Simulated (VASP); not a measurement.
A run of VASP 6.6.1:

File POSCAR:

```
GaN
1.0
    1.5876780000      2.7499380000      0.0000000000
   -1.5876780000      2.7499380000      0.0000000000
    0.0000000000      0.0000000000      5.1651790000
Ga N
2 2
Direct
    0.6666700000      0.6666600000      0.0000000000
    0.3333400000      0.3333300000      0.5000000000
    0.6666700000      0.6666600000      0.3750000000
    0.3333400000      0.3333300000      0.8750000000
```

File INCAR.step1:

```
SYSTEM = GaN
PREC = Accurate ; ENCUT = 520
EDIFF = 1E-7 ; ISMEAR = 0
SIGMA = 0.0122 ; LREAL = .False.
LASPH = .True. ; NELM = 100
ALGO = Normal ; ISIF = 2
LWAVE = .False. ; LCHARG = .True.
GGA = PE ; NBANDS = 26
```

The input KPOINTS.step1:

```
regular mesh
0
Gamma
  9 9 5
  0 0 0
```

File INCAR.step2:

```
SYSTEM = GaN
PREC = Accurate ; ENCUT = 520
EDIFF = 1E-7 ; ISMEAR = -5
SIGMA = 0.0122 ; LREAL = .False.
LASPH = .True. ; NELM = 100
ALGO = Normal ; ISIF = 2
LWAVE = .False. ; LCHARG = .False.
GGA = PE ; LORBIT = 11
NEDOS = 1001 ; ICHARG = 11
```

The input KPOINTS.step2:

```
regular mesh
0
Gamma
  14 14 8
  0 0 0
```

Potentials or basis: VASP PAW PBE potentials, release 64 (Ga_d, N).

Run with:

```sh
$ cat potpaw_PBE.64/Ga_d/POTCAR potpaw_PBE.64/N/POTCAR > POTCAR
$ cp INCAR.step1 INCAR
$ cp KPOINTS.step1 KPOINTS
$ mpirun -np 1 vasp_std > vasp.out
$ cp INCAR.step2 INCAR
$ cp KPOINTS.step2 KPOINTS
$ mpirun -np 1 vasp_std > vasp.out
```

Hardware: 1 thread of Intel Xeon 6975P-C, on a shared host.

Question: Estimate the wall time of this run.

Answer: Run time: 2.6 min on 1 thread of Intel Xeon 6975P-C (shared host), peak memory 0.34 GiB. Counts: k points 285.
